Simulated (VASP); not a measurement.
Write the native input for VASP 6.6.1 that does the following.

- Task: single point
- Functional: PBE
- Dispersion: D3(BJ)
- Potentials or basis: VASP PAW PBE potentials, release 64 (Y_sv, N)
- Cutoff: 600 eV
- k mesh: 6 × 6 × 6
- Occupations: gaussian, width 0.1 eV
- Spin: no spin polarisation
- Dipole correction: no
- Further INCAR settings: ALGO = Normal; EDIFF = 1e-06; NBANDS = 15

The structure of YN lies in POSCAR:

```
YN
1.0
    0.0000000000      2.4483614000      2.4483614000
    2.4483614000      0.0000000000      2.4483614000
    2.4483614000      2.4483614000      0.0000000000
Y N
1 1
Direct
    0.0000000000      0.0000000000      0.0000000000
    0.5000000000      0.5000000000      0.5000000000
```

These files were run (other wordings do the same):

INCAR

```
SYSTEM = YN
PREC = Accurate ; ENCUT = 600
EDIFF = 1E-6 ; ISMEAR = 0
SIGMA = 0.1 ; LREAL = .FALSE.
LASPH = .TRUE. ; NELM = 120
ALGO = Normal ; ISIF = 2
LWAVE = .FALSE. ; LCHARG = .FALSE.
GGA = PE ; IVDW = 12
NBANDS = 15 ; GGA_COMPAT = .FALSE.
```

KPOINTS

```
Automatic mesh
0
G
  6 6 6
  0 0 0
```

Potentials or basis: VASP PAW PBE potentials, release 64 (Y_sv, N).

Launch:

```sh
$ cat potpaw_PBE.64/Y_sv/POTCAR potpaw_PBE.64/N/POTCAR > POTCAR
$ mpirun -np 1 vasp_std > vasp.out
```

It gave:

```yaml
Pressure: -2.9 GPa
Band_gap_on_the_k_mesh: 0.19 eV (least direct gap 0.58 eV)
Dispersion_energy_per_atom: -0.322 eV
```

It took 7.6 s on 1 thread of AMD EPYC 9R45 96-Core Processor (Zen 5) (shared host), peak memory 0.16 GiB.
